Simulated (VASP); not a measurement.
# Al in VASP: settings compared

Aim: see how the results for Al move with the level of theory and the settings. Levels: LDA, PBEsol, r2SCAN. Tasks: single point.

Everything below comes from runs of VASP 6.6.1. Logs are shortened: lines on timing, memory, paths and dates and some standing lists are left out, and cuts for length are marked.

**1. The cell of the first run**

Symmetry: P6_3/mmc, No. 194, hexagonal system. Conventional cell: a = 2.827 Å, b = 2.827 Å, c = 9.186 Å, α = 90.00°, β = 90.00°, γ = 120.00°. Within 3.7 Å of Al (site symmetry -6m2) lie 12 Al at 2.82 to 2.83 Å. Within 3.7 Å of Al (site symmetry -3m) lie 12 Al at 2.82 to 2.83 Å.

**2. Single point, LDA**

Input file INCAR:

```
  ALGO = Normal
  EDIFF = 1E-6
  ENCUT = 520
  ISIF = 2
  ISMEAR = -1
  LASPH = T
  LCHARG = F
  LREAL = F
  LWAVE = F
  NBANDS = 14
  NELM = 60
  PREC = Accurate
  SIGMA = 0.05
```

Input file KPOINTS:

```
k-points
0
Gamma
  6 6 2
```

Input file POSCAR:

```
Al
1.0
    2.8270770242      0.0000000000      0.0000000000
   -1.4135385121      2.4483205214      0.0000000000
    0.0000000000      0.0000000000      9.1859930700
Al
4
Direct
    0.6666666667      0.3333333333      0.7500000000
    0.0000000000      0.0000000000      0.5000000000
    0.3333333333      0.6666666667      0.2500000000
    0.0000000000      0.0000000000      0.0000000000
```

Potentials or basis: VASP PAW LDA potentials, release 64 (Al).

The run is started by

```console
> cat potpaw_LDA.64/Al/POTCAR > POTCAR
> mpirun -np 1 vasp_std > vasp.out
```

OUTCAR:

```text
EDIFF = 1E-6
   ENCUT = 520
   ISIF = 2
   ISMEAR = -1
   LASPH = T
   LREAL = F
   NELM = 60
   PREC = Accurate

 ion  position               nearest neighbor table
   1  0.667  0.333  0.750-   2 2.82   4 2.82   2 2.82   4 2.82   2 2.82   4 2.82
   2  0.000  0.000  0.500-   1 2.82   3 2.82   3 2.82   1 2.82   1 2.82   3 2.82
   3  0.333  0.667  0.250-   2 2.82   4 2.82   2 2.82   4 2.82   2 2.82   4 2.82
   4  0.000  0.000  0.000-   1 2.82   3 2.82   3 2.82   1 2.82   1 2.82   3 2.82

  LATTYP: Found a hexagonal cell.
 ALAT       =     2.8270770242
 C/A-ratio  =     3.2492899880

  Lattice vectors:

 A1 = (   2.8270770242,   0.0000000000,   0.0000000000)
 A2 = (  -1.4135385121,   2.4483205214,   0.0000000000)
 A3 = (   0.0000000000,   0.0000000000,   9.1859930700)

Analysis of symmetry for initial positions (statically):
=====================================================================
 Subroutine PRICEL returns:
 Original cell was already a primitive cell.

 Routine SETGRP: Setting up the symmetry group for a
 hexagonal supercell.

 Subroutine GETGRP returns: Found 24 space group operations
 (whereof 12 operations were pure point group operations)
 out of a pool of 24 trial point group operations.

The static configuration has the point symmetry D_3d.
 The point group associated with its full space group is D_6h.

Analysis of symmetry for dynamics (positions and initial velocities):
=====================================================================
 Subroutine PRICEL returns:
 Original cell was already a primitive cell.

 Routine SETGRP: Setting up the symmetry group for a
 hexagonal supercell.

 Subroutine GETGRP returns: Found 24 space group operations
 (whereof 12 operations were pure point group operations)
 out of a pool of 24 trial point group operations.

The dynamic configuration has the point symmetry D_3d.
 The point group associated with its full space group is D_6h.

 Subroutine INISYM returns: Found 24 space group operations
 (whereof 12 operations are pure point group operations),
 and found     1 'primitive' translations

----------------------------------------------------------------------------------------

                                     Primitive cell

  volume of cell :      63.5817

  direct lattice vectors                    reciprocal lattice vectors
     2.827077024  0.000000000  0.000000000     0.353722234  0.204221627  0.000000000
    -1.413538512  2.448320521  0.000000000     0.000000000  0.408443254  0.000000000
     0.000000000  0.000000000  9.185993070     0.000000000  0.000000000  0.108861393

  length of vectors
     2.827077024  2.827077024  9.185993070     0.408443254  0.408443254  0.108861393

  position of ions in fractional coordinates (direct lattice)
     0.666666667  0.333333333  0.750000000
     0.000000000  0.000000000  0.500000000
     0.333333333  0.666666667  0.250000000
     0.000000000  0.000000000  0.000000000

  ion indices of the primitive-cell ions
   primitive index   ion index
                 1           1
                 2           2
                 3           3
                 4           4

----------------------------------------------------------------------------------------

 KPOINTS: k-points

Automatic generation of k-mesh.
 Grid dimensions read from file:
 generate k-points for:    6    6    2

 Generating k-lattice:

  Cartesian coordinates                     Fractional coordinates (reciprocal lattice)
     0.058953706  0.034036938  0.000000000     0.166666667 -0.000000000  0.000000000
     0.000000000  0.068073876  0.000000000     0.000000000  0.166666667  0.000000000
     0.000000000  0.000000000  0.054430696     0.000000000  0.000000000  0.500000000

  Length of vectors
     0.068073876  0.068073876  0.054430696

  Shift w.r.t. Gamma in fractional coordinates (k-lattice)
     0.000000000  0.000000000  0.000000000

 Subroutine IBZKPT returns following result:
 ===========================================

 Found     14 irreducible k-points:

 Following reciprocal coordinates:
            Coordinates               Weight
  0.000000  0.000000  0.000000      1.000000
  0.166667  0.000000  0.000000      6.000000
  0.333333  0.000000  0.000000      6.000000
  0.500000  0.000000  0.000000      3.000000
  0.166667  0.166667  0.000000      6.000000
  0.333333  0.166667  0.000000     12.000000
  0.333333  0.333333  0.000000      2.000000
  0.000000  0.000000  0.500000      1.000000
  0.166667  0.000000  0.500000      6.000000
  0.333333  0.000000  0.500000      6.000000
  0.500000  0.000000  0.500000      3.000000
  0.166667  0.166667  0.500000      6.000000
  0.333333  0.166667  0.500000     12.000000
  0.333333  0.333333  0.500000      2.000000
   k-points           NKPTS =     14   k-points in BZ     NKDIM =     14   number of bands    NBANDS=     14
   number of dos      NEDOS =    301   number of ions     NIONS =      4
   total plane-waves  NPLWV =  40320
   dimension x,y,z NGX =    24 NGY =   24 NGZ =   70
   dimension x,y,z NGXF=    48 NGYF=   48 NGZF=  140
   ions per type =               4
   NGX,Y,Z   is equivalent  to a cutoff of  14.11, 14.11, 12.67 a.u.
   NGXF,Y,Z  is equivalent  to a cutoff of  28.23, 28.23, 25.34 a.u.
 SYSTEM =  unknown system
   PREC   = accura    normal or accurate (medium, high low for compatibility)
   ISTART =      0    job   : 0-new  1-cont  2-samecut
   ICHARG =      2    charge: 1-file 2-atom 10-const
   ISPIN  =      1    spin polarized calculation?
   LNONCOLLINEAR =      F non collinear calculations
   LSORBIT =      F    spin-orbit coupling
   LASPH  =      T    aspherical Exc in radial PAW
   ENCUT  =  520.0 eV  38.22 Ry    6.18 a.u.   5.26  5.26 17.08*2*pi/ulx,y,z
   NELM   =     60;   NELMIN=  2; NELMDL= -5     # of ELM steps
   EDIFF  = 0.1E-05   stopping-criterion for ELM
   LREAL  =      F    real-space projection
   EDIFFG = 0.1E-04   stopping-criterion for IOM
   NSW    =      0    number of steps for IOM
   IBRION =     -1    ionic relax: 0-MD 1-quasi-New 2-CG
   NFREE  =      0    steps in history (QN), initial steepest desc. (CG)
   ISIF   =      2    stress and relaxation
   ISYM   =      2    0-nonsym 1-usesym 2-fastsym
   POTIM  = 0.5000    time-step for ionic-motion
   TEBEG  =    0.0;   TEEND  =   0.0 temperature during run
   PSTRESS=    0.0 pullay stress
   NELECT =      12.0000    total number of electrons
   NUPDOWN=      -1.0000    fix difference up-down
   EMIN   =  10.00;   EMAX   =-10.00  energy-range for DOS
   EFERMI =   0.00;   METHOD = LEGACY
   ISMEAR =    -1;   SIGMA  =   0.05  broadening in eV -4-tet -1-fermi 0-gaus
   EFERMI_NEDOS =   21; number of points for ismear=-14 and -15
   IALGO  =     38    algorithm
   IMIX   =      4    mixing-type and parameters
     AMIX     =   0.40;   BMIX     =  1.00
     AMIX_MAG =   1.60;   BMIX_MAG =  1.00
  volume/ion in A,a.u.               =      15.90       107.27
  Fermi-wavevector in a.u.,A,eV,Ry     =   0.939055  1.774557 11.997959  0.881825
  Thomas-Fermi vector in A             =   2.066329
   LORBIT       =      0    0 simple, 1 ext, 2 COOP (PROOUT), +10 PAW based schemes
   GGA     = CA    functional components
   LHFCALC =     F    Hartree Fock is set to
   AEXX    =    0.0000 exact exchange contribution
   IVDW    =     0    specifies the selected vdW correction
   LEPSILON=     F    determine dielectric tensor
   LRPA    =     F    only Hartree local field effects (RPA)
 non-spin polarized calculation
  energy-cutoff  :      520.00
  volume of cell :       63.58
 maximum number of plane-waves:      1732
 NGX is ok and might be reduce to    24
   NGX = 11   NGY = 11   NGZ = 35

 number of electron      12.0000000 magnetization

 Free energy of the ion-electron system (eV)
  ---------------------------------------------------
  ext. energy  EPLUGINS =         0.00000000
  ---------------------------------------------------
  free energy    TOTEN  =       -16.77020826 eV

  energy without entropy =      -16.75563976  energy(sigma->0) =      -16.76292401

 E-fermi :   8.1283     XC(G=0): -10.4834

 val. band max:        8.0570745276   @ k =   0.3333   0.1667   0.0000
 cond. band min:       8.3267515690   @ k =   0.3333   0.1667   0.0000
 fundamental gap:      0.2696770414
 Fermi energy:         8.1283095652

 k-point     1 :       0.0000    0.0000    0.0000
  band No.  band energies     occupation
      1      -3.1774      2.00000
      2      -1.4394      2.00000
      3      -1.4377      2.00000
      4       3.5245      2.00000
      5       3.7888      2.00000
      6      11.7733      0.00000
      7      11.7870      0.00000
      8      18.9434      0.00000
      9      18.9434      0.00000
     10      19.1373      0.00000
     11      19.1373      0.00000
     12      20.1245      0.00000
     13      20.1263      0.00000
     14      20.3185      0.00000

 k-point     2 :       0.1667    0.0000    0.0000
  band No.  band energies     occupation
      1      -2.4950      2.00000
      2      -0.7655      2.00000
      3      -0.7642      2.00000
      4       4.1549      2.00000
      5       4.4503      2.00000
      6      12.1394      0.00000
      7      12.2991      0.00000
      8      13.4258      0.00000
      9      14.6710      0.00000
     10      14.8233      0.00000
     11      16.1386      0.00000
     12      17.6139      0.00000
     13      17.6139      0.00000
     14      17.6267      0.00000

 k-point     3 :       0.3333    0.0000    0.0000
  band No.  band energies     occupation
      1      -0.4685      2.00000
      2       1.2338      2.00000
      3       1.2348      2.00000
      4       6.0315      2.00000
      5       6.2084      2.00000
      6       7.6243      1.99992
      7       9.0507      0.00000
      8       9.1346      0.00000
      9      13.6340      0.00000
     10      13.7927      0.00000
     11      14.0800      0.00000
     12      14.2540      0.00000
     13      14.4035      0.00000
     14      15.8845      0.00000

 k-point     4 :       0.5000    0.0000    0.0000
  band No.  band energies     occupation
      1       2.7867      2.00000
      2       2.8887      2.00000
      3       4.1715      2.00000
      4       4.2503      2.00000
      5       4.7864      2.00000
      6       4.8800      2.00000
      7       9.0312      0.00000
      8       9.4915      0.00000
      9       9.5666      0.00000
     10       9.8869      0.00000
     11      13.8274      0.00000
     12      14.9793      0.00000
     13      15.3053      0.00000
     14      15.3105      0.00000

 k-point     5 :       0.1667    0.1667    0.0000
  band No.  band energies     occupation
      1      -1.1405      2.00000
      2       0.5717      2.00000
      3       0.5718      2.00000
      4       5.4123      2.00000
      5       5.7222      2.00000
      6      10.4664      0.00000
      7      10.7007      0.00000
      8      11.8299      0.00000
      9      11.8885      0.00000
     10      12.1460      0.00000
     11      12.7085      0.00000
[... 106 lines left out ...]
 k-point    12 :       0.1667    0.1667    0.5000
  band No.  band energies     occupation
      1      -0.7103      2.00000
      2      -0.7103      2.00000
      3       2.6788      2.00000
      4       2.6788      2.00000
      5       9.0596      0.00000
      6       9.0596      0.00000
      7      10.9259      0.00000
      8      10.9259      0.00000
      9      11.3467      0.00000
     10      11.3467      0.00000
     11      13.9844      0.00000
     12      13.9844      0.00000
     13      14.5988      0.00000
     14      14.5988      0.00000

 k-point    13 :       0.3333    0.1667    0.5000
  band No.  band energies     occupation
      1       1.9470      2.00000
      2       1.9470      2.00000
      3       5.1265      2.00000
      4       5.1265      2.00000
      5       6.0078      2.00000
      6       6.0078      2.00000
      7       9.0169      0.00000
      8       9.0169      0.00000
      9       9.8139      0.00000
     10       9.8139      0.00000
     11      12.0629      0.00000
     12      12.0629      0.00000
     13      13.1491      0.00000
     14      13.1491      0.00000

 k-point    14 :       0.3333    0.3333    0.5000
  band No.  band energies     occupation
      1       5.0557      2.00000
      2       5.0557      2.00000
      3       5.2024      2.00000
      4       5.2024      2.00000
      5       5.2488      2.00000
      6       5.2488      2.00000
      7       7.9962      1.86711
      8       7.9962      1.86711
      9       8.6323      0.00008
     10       8.6323      0.00008
     11       9.3238      0.00000
     12       9.3238      0.00000
     13      14.4751      0.00000
     14      14.4751      0.00000

------------------------ aborting loop because EDIFF is reached ----------------------------------------

  FORCE on cell =-STRESS in cart. coord.  units (eV):
  Direction    XX          YY          ZZ          XY          YZ          ZX
  --------------------------------------------------------------------------------------
  -------------------------------------------------------------------------------------
  Total       -0.4357121     -0.4357121      0.7734041      0.0000000      0.0000000      0.0000000
  in kB      -10.9793888    -10.9793888     19.4887980      0.0000000      0.0000000      0.0000000
  external PRESSURE =      -0.8233266 kB  Pullay stress =       0.0000000 kB

 VOLUME and BASIS-vectors are now :
 -----------------------------------------------------------------------------
  energy-cutoff  :      520.00
  volume of cell :       63.58
      direct lattice vectors                 reciprocal lattice vectors
     2.827077024  0.000000000  0.000000000     0.353722234  0.204221627  0.000000000
    -1.413538512  2.448320521  0.000000000     0.000000000  0.408443254  0.000000000
     0.000000000  0.000000000  9.185993070     0.000000000  0.000000000  0.108861393

 POSITION                                       TOTAL-FORCE (eV/Angst)
 -----------------------------------------------------------------------------------
      1.41354      0.81611      6.88949         0.000000     -0.000000     -0.000000
      0.00000      0.00000      4.59300        -0.000000     -0.000000      0.000000
     -0.00000      1.63221      2.29650        -0.000000      0.000000      0.000000
      0.00000      0.00000      0.00000        -0.000000     -0.000000      0.000000
 -----------------------------------------------------------------------------------
    total drift:                               -0.000000      0.000000      0.000000

  FREE ENERGIE OF THE ION-ELECTRON SYSTEM (eV)
  ---------------------------------------------------
  free  energy   TOTEN  =       -16.7702082603 eV

  energy  without entropy=      -16.7556397632  energy(sigma->0) =      -16.76292401
```

Run time: 8.3 s. Hardware: 1 thread of AMD EPYC 7R13 (Zen 3), shared host; peak memory 0.12 GiB.

What came out:

* Free energy: -16.7702 eV
* Pressure: -0.1 GPa
* Band gap on the k mesh: zero (band 6 reaches 12.14 eV, above the bottom of band 7 at 6.82 eV)

Stress tensor (GPa, compression positive):
```
-1.10  0.00  0.00
 0.00 -1.10  0.00
 0.00  0.00  1.95
```

Caveat: the k points lie up to 0.43 Å⁻¹ apart.

[end of part 1 of 2]
